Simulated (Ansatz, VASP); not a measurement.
**TlRu3 in VASP and in Ansatz**

The input INCAR:

```
SYSTEM = TlRu3
PREC     = Accurate       ! precision mode
ENCUT    = 600            ! plane-wave cutoff, eV
EDIFF    = 1E-7           ! SCF threshold, eV
ISMEAR   = 0              ! smearing method
SIGMA    = 0.1            ! smearing width, eV
LREAL    = .False.        ! projectors in reciprocal space
LASPH    = .True.         ! aspherical terms in the spheres
NELM     = 60             ! most SCF steps
ALGO     = Fast           ! electronic algorithm
ISIF     = 3              ! what is computed and relaxed
LWAVE    = .False.        ! write WAVECAR
LCHARG   = .False.        ! write CHGCAR
GGA      = PE             ! functional
IBRION   = 2              ! ionic algorithm
NSW      = 100            ! ionic steps
EDIFFG   = -0.01          ! ionic threshold
```

The input KPOINTS:

```
Automatic mesh
0
Gamma
  12 12 12
  0 0 0
```

Contents of POSCAR:

```
TlRu3
1.0
    3.9864754883      0.0000000000      0.0000000000
    0.0000000000      3.9864754883      0.0000000000
    0.0000000000      0.0000000000      3.9864754883
Tl Ru
1 3
Direct
    0.0000000000      0.0000000000      0.0000000000
    0.0000000000      0.5000000000      0.5000000000
    0.5000000000      0.0000000000      0.5000000000
    0.5000000000      0.5000000000      0.0000000000
```

Input for Ansatz:

```yaml
crystal:
  lattice:
    - [3.9864754883, 0.0, 0.0]
    - [0.0, 3.9864754883, 0.0]
    - [0.0, 0.0, 3.9864754883]
  atoms:
    - { symbol: Tl, position: [0.0, 0.0, 0.0] }
    - { symbol: Ru, position: [0.0, 0.5, 0.5] }
    - { symbol: Ru, position: [0.5, 0.0, 0.5] }
    - { symbol: Ru, position: [0.5, 0.5, 0.0] }
basis:
  ecutwfc: 420
kpoints:
  mp_grid: { grid: [12, 12, 12] }
hamiltonian:
  xc: pbe
scf:
  occupations: { method: gaussian, width: 0.1 }
output:
  forces: true
  stress: true
  eigenvalues: true
relax:
  adjacent_minimum: "off"
  f_tol: 0.01
  max_steps: 80
  cell: { stress_tol: 0.05 }
```

Alike in both runs: task relaxation of cell and atoms; functional PBE; k mesh 12 × 12 × 12; occupations gaussian, width 0.1 eV; no spin polarisation.

|  | VASP | Ansatz |
| --- | --- | --- |
| version | VASP 6.6.1 | Ansatz 0.2.0 |
| potentials or method | VASP PAW PBE potentials, release 64 (Tl_d, Ru_pv), cutoff 600 eV | scalar-relativistic, plane waves, PAW |
| valence electrons in the cell | 55 | 61 |

|  | VASP | Ansatz | Ansatz less VASP |
| --- | --- | --- | --- |
| gap on the k mesh at the Fermi level, each at its own relaxed structure (eV) | none | none | - |
| relaxed volume (Å³/atom) | 15.80 | 15.80 | 0.000 |
| relaxed length of the cell vector where the two differ most in proportion (Å) | 3.983 | 3.983 | 0.0000 |

A gap of «none» marks a metal or a gap that the smearing closes. VASP's potentials hold 55 valence electrons a cell and Ansatz's 61, so a difference there can come from the potentials and not from the codes.

Spin-orbit coupling is off throughout.
